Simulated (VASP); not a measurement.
## Sc: single point with LDA

Sc:

```
Sc
1.0
     0.00000    2.23951    2.23951
     2.23951    0.00000    2.23951
     2.23951    2.23951    0.00000
Sc
1
Direct
  0.00000 0.00000 0.00000
```

```json
{
  "Program": "VASP 6.6.1",
  "Task": "single point",
  "Functional": "LDA",
  "Potentials or basis": "VASP PAW LDA potentials, release 64 (Sc_sv)",
  "Cutoff": "520 eV",
  "k mesh": "15 × 15 × 15",
  "Occupations": "fermi-dirac, width 0.1 eV",
  "Spin": "no spin polarisation"
}
```

```json
{
  "Pressure": "0.1 GPa"
}
```

Levels at points of the mesh, in eV from the Fermi level:
```
           k point  band 3  band 4  band 5  band 6  band 7  band 8
(0.00, 0.00, 0.00)  -27.28  -27.28   -5.31    1.65    1.65    1.65
```

It took 23 s on 1 thread of AMD EPYC 7R43 64-Core Processor (Zen 3), with other jobs on the host, peak memory 0.11 GiB.
